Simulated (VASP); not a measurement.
# InSe (Fm-3m) in VASP: further runs, part 2 of 2

VASP 6.6.1.

### Step 5. Relaxation of cell and atoms, PBE

Contents of INCAR:

```
SYSTEM = InSe
  PREC = Accurate
  ENCUT = 600
  EDIFF = 1E-6
  ISMEAR = 0
  SIGMA = 0.1
  LREAL = .FALSE.
  LASPH = .TRUE.
  NELM = 100
  ALGO = Normal
  ISIF = 3
  LWAVE = .FALSE.
  LCHARG = .FALSE.
  GGA = PE
  IBRION = 2
  NSW = 100
  EDIFFG = -0.01
```

Contents of KPOINTS:

```
Automatic mesh
0
G
  16 16 16
  0 0 0
```

Contents of POSCAR:

```
InSe
1.0
    0.0000000000      2.9605097000      2.9605097000
    2.9605097000      0.0000000000      2.9605097000
    2.9605097000      2.9605097000      0.0000000000
In Se
1 1
Direct
    0.0000000000      0.0000000000      0.0000000000
    0.5000000000      0.5000000000      0.5000000000
```

Potentials or basis: VASP PAW PBE potentials, release 64 (In_d, Se).

On the command line:

```console
> cat potpaw_PBE.64/In_d/POTCAR potpaw_PBE.64/Se/POTCAR > POTCAR
> mpirun -np 1 vasp_std > vasp.out
```

OUTCAR:

```text
SYSTEM = InSe
   PREC = Accurate
   ENCUT = 600
   EDIFF = 1E-6
   ISMEAR = 0
   LREAL = .FALSE.
   LASPH = .TRUE.
   NELM = 100
   ISIF = 3
   GGA = PE
   IBRION = 2
   NSW = 100
   EDIFFG = -0.01

 ion  position               nearest neighbor table
   1  0.000  0.000  0.000-   2 2.96   2 2.96   2 2.96   2 2.96   2 2.96   2 2.96
   2  0.500  0.500  0.500-   1 2.96   1 2.96   1 2.96   1 2.96   1 2.96   1 2.96

  LATTYP: Found a face centered cubic cell.
 ALAT       =     5.9210194000

  Lattice vectors:

 A1 = (   0.0000000000,   2.9605097000,   2.9605097000)
 A2 = (   2.9605097000,   0.0000000000,   2.9605097000)
 A3 = (   2.9605097000,   2.9605097000,   0.0000000000)

Analysis of symmetry for initial positions (statically):
=====================================================================
 Subroutine PRICEL returns:
 Original cell was already a primitive cell.

 Routine SETGRP: Setting up the symmetry group for a
 face centered cubic supercell.

 Subroutine GETGRP returns: Found 48 space group operations
 (whereof 48 operations were pure point group operations)
[... 217 lines left out ...]
 Fermi energy:         5.5916676341

 k-point     1 :       0.0000    0.0000    0.0000
  band No.  band energies     occupation
      1      -9.0616      2.00000
      2      -9.0616      2.00000
      3      -9.0542      2.00000
      4      -9.0542      2.00000
      5      -9.0542      2.00000
      6      -8.3574      2.00000
      7       2.5308      2.00000
      8       3.5218      2.00000
      9       3.5218      2.00000
     10       3.5218      2.00000
     11      11.8915      0.00000
     12      11.8915      0.00000
     13      11.8916      0.00000
[... 354 lines left out ...]
  band No.  band energies     occupation
      1      -9.0664      2.00000
      2      -9.0641      2.00000
      3      -9.0545      2.00000
      4      -9.0518      2.00000
      5      -9.0495      2.00000
      6      -8.2883      2.00000
      7       1.7116      2.00000
      8       3.4007      2.00000
      9       3.6009      2.00000
     10       4.3733      2.00000
     11      10.7687      0.00000
     12      10.9867      0.00000
     13      11.1152      0.00000

 [... further k-points ...]
[... 5 lines left out ...]
  --------------------------------------------------------------------------------------
  -------------------------------------------------------------------------------------
  Total       -0.0008281     -0.0008281     -0.0008281     -0.0000000     -0.0000000      0.0000000
  in kB       -0.0254843     -0.0254843     -0.0254843     -0.0000000     -0.0000000      0.0000000
  external PRESSURE =      -0.0254843 kB  Pullay stress =       0.0000000 kB

 VOLUME and BASIS-vectors are now :
 -----------------------------------------------------------------------------
  energy-cutoff  :      600.00
  volume of cell :       52.06
      direct lattice vectors                 reciprocal lattice vectors
    -0.000000000  2.963699272  2.963699272    -0.168708075  0.168708075  0.168708075
     2.963699272 -0.000000000  2.963699272     0.168708075 -0.168708075  0.168708075
     2.963699272  2.963699272 -0.000000000     0.168708075  0.168708075 -0.168708075

 POSITION                                       TOTAL-FORCE (eV/Angst)
 -----------------------------------------------------------------------------------
      5.92740      2.96370      2.96370        -0.000000      0.000000     -0.000000
      2.96370      2.96370      2.96370         0.000000     -0.000000      0.000000
 -----------------------------------------------------------------------------------
    total drift:                                0.000000      0.000000      0.000000

  FREE ENERGIE OF THE ION-ELECTRON SYSTEM (eV)
  ---------------------------------------------------
  free  energy   TOTEN  =        -6.9341472631 eV

  energy  without entropy=       -6.9296493023  energy(sigma->0) =       -6.93189828

 reached required accuracy - stopping structural energy minimisation
```

It took 2.5 min on 1 thread of Intel Xeon Platinum 8259CL at 2.50GHz (Skylake/Cascade Lake), shared host; peak memory 0.31 GiB.

Results:

| Quantity | Value |
| --- | --- |
| Free energy | -6.9341 eV |
| Relaxed volume | 26.03 Å³/atom |
| Relaxed cell | a = 4.191 Å, b = 4.191 Å, c = 4.191 Å, α = 60.00°, β = 60.00°, γ = 60.00° |
| Space group after relaxing (to 0.1 Å) | Fm-3m (No. 225) |
| Energy gained by relaxing | 0.0 meV/atom |
| Ionic steps | 2 |
| Pressure after relaxing | 0.0 GPa |
| Band gap on the k mesh | zero (an odd number of electrons rules out a gap without spin polarisation) |

Final structure:
```
In Se
1.0
     0.00000    2.96370    2.96370
     2.96370    0.00000    2.96370
     2.96370    2.96370    0.00000
In Se
1 1
Cartesian
  5.9274 2.9637 2.9637
  2.9637 2.9637 2.9637
```

Levels at points of the mesh, in eV from the Fermi level:
| k point | band 8 | band 9 | band 10 | band 11 | band 12 | band 13 |
| --- | --- | --- | --- | --- | --- | --- |
| (0.00, 0.00, 0.00) | -2.07 | -2.07 | -2.07 | 6.30 | 6.30 | 6.30 |
| (0.50, 0.00, 0.00) | -1.84 | -1.84 | 0.93 | 2.32 | 2.70 | 2.70 |
| (0.50, 0.50, 0.00) | -3.69 | -3.44 | -3.44 | 3.51 | 7.04 | 7.05 |

Caveat: spin-orbit coupling is left out, which moves the levels of the heavy elements; an odd number of electrons without spin polarisation forces a metal; a magnetic or distorted state may lie lower.

### Step 6. Overview

```csv
task,cell,k mesh,cutoff (eV),smearing,gap on the mesh (eV),pressure (GPa)
single point,"a = 4.187 Å, angles 60.0°, 2 atoms, atomic positions A",6 × 6 × 6,520,gaussian 0.1 eV,none,0.5
single point,"a = 4.191, b = 4.191, c = 7.259 Å, angles 73.2, 73.2, 60.0°, 4 atoms, atomic positions B",6 × 6 × 6,520,gaussian 0.2 eV,none,0.2
single point,"a = 4.191 Å, angles 60.0°, 2 atoms, atomic positions A",16 × 16 × 16,520,gaussian 0.1 eV,none,0.0
relaxation of cell and atoms,"relaxed from a = 4.187 Å, angles 60.0°, 2 atoms, atomic positions A",16 × 16 × 16,600,gaussian 0.1 eV,none,0.0
```

Alike in all rows: level PBE; potentials or basis VASP PAW PBE potentials, release 64 (In_d, Se); no spin polarisation.

Caveats: spin-orbit coupling is left out, which moves the levels of the heavy elements; an odd number of electrons without spin polarisation forces a metal (at least some runs); a magnetic or distorted state may lie lower (at least some runs).

Absolute energies hang on the potentials; compare differences alone.
